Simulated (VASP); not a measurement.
Wanted: the native input for a VASP 6.6.1 run.

| Item | Value |
| --- | --- |
| Task | single point |
| Functional | PBE |
| Potentials or basis | VASP PAW PBE potentials, release 64 (S, Mg) |
| Cutoff | 520 eV |
| k mesh | 5 × 5 × 5 |
| Occupations | fermi-dirac, width 0.04 eV |
| Spin | no spin polarisation |
| Dipole correction | no |
| Further INCAR settings | ALGO = Normal; EDIFF = 1e-06; NBANDS = 11 |

The structure of MgS lies in POSCAR:

```
MgS
1.0
    0.0000000000      2.6016500000      2.6016500000
    2.6016500000      0.0000000000      2.6016500000
    2.6016500000      2.6016500000      0.0000000000
S Mg
1 1
Direct
    0.5000000000      0.5000000000      0.5000000000
    0.0000000000      0.0000000000      0.0000000000
```

One way to write it, as run:

INCAR

```
SYSTEM = MgS
PREC     = Accurate       ! precision mode
ENCUT    = 520            ! plane-wave cutoff, eV
EDIFF    = 1E-6           ! SCF threshold, eV
ISMEAR   = -1             ! smearing method
SIGMA    = 0.04           ! smearing width, eV
LREAL    = .False.        ! projectors in reciprocal space
LASPH    = .True.         ! aspherical terms in the spheres
NELM     = 80             ! most SCF steps
ALGO     = Normal         ! electronic algorithm
ISIF     = 2              ! what is computed and relaxed
LWAVE    = .False.        ! write WAVECAR
LCHARG   = .False.        ! write CHGCAR
GGA      = PE             ! functional
NBANDS   = 11             ! bands
```

KPOINTS

```
regular mesh
0
Gamma
  5 5 5
  0 0 0
```

Potentials or basis: VASP PAW PBE potentials, release 64 (S, Mg).

Launch:

```bash
$ cat potpaw_PBE.64/S/POTCAR potpaw_PBE.64/Mg/POTCAR > POTCAR
$ mpirun -np 1 vasp_std > vasp.out
```

It gave:

```
Pressure               : 1.0 GPa
Band gap on the k mesh : 3.18 eV (least direct gap 3.71 eV)
```

Caveat: an odd mesh through Γ misses points on the zone boundary, where band edges can lie.

Run time: 6.8 s on 1 thread of AMD EPYC 7R43 64-Core Processor (Zen 3), with other jobs on the host, peak memory 0.11 GiB.
